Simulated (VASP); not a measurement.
Runs of VASP 6.6.1 on Tb. The structure is that of space group Im-3m (No. 229), or close to it. The cells are those of the table. This isn't the form of Tb at room conditions, which is hcp.

| spin | cell | cutoff (eV) | smearing | k mesh for the DOS | occupations for the DOS | gap on the mesh (eV) | pressure (GPa) | moment (μB) |
| --- | --- | --- | --- | --- | --- | --- | --- | --- |
| collinear, zero start | a = 3.481 Å, angles 109.5°, 1 atom | 400 | fermi-dirac 0.1 eV | 14 × 14 × 14 | tetrahedron | - | - | 0.00 |
| collinear, ferromagnetic start | a = 3.434 Å, angles 109.5°, 1 atom | 520 | tetrahedron | - | - | none | -0.4 | 0.32 |
| collinear, ferromagnetic start | a = 3.550 Å, angles 109.5°, 1 atom | 520 | tetrahedron | - | - | none | (a) | 0.56 |
| collinear, ferromagnetic start | a = 3.481 Å, angles 109.5°, 1 atom | 520 | tetrahedron | - | - | none | -1.9 | 0.54 |
| collinear, ferromagnetic start | a = 3.458 Å, angles 109.5°, 1 atom | 520 | tetrahedron | - | - | none | (b) | 0.31 |

Alike in all rows: task single point; level revPBE+D3(BJ); potentials or basis VASP PAW PBE potentials, release 64 (Tb_3), 4f in core; k mesh 9 × 9 × 9.

**Question.** Estimate the missing entries.

**Answer.** (a) -3.6; (b) -1.2.

Caveats: the magnetic or orbital state may not be the lowest; the PAW data sets were made with another functional, which shifts forces and pressure a little; spin-orbit coupling is left out, which moves the levels of the heavy elements; the 4f electrons are frozen in the core, so they carry no moment and show no levels; tetrahedron occupations give inexact forces and stress in metals; an empty level that is flat over the whole mesh can mark a ghost state of the potentials, or a narrow d or f band (at least some runs); the cell stands under tension (at least some runs).

A k mesh can miss the band edges, and the runs leave out spin-orbit coupling on Tb.

A gap of «none» marks levels without a gap at the run's occupations.
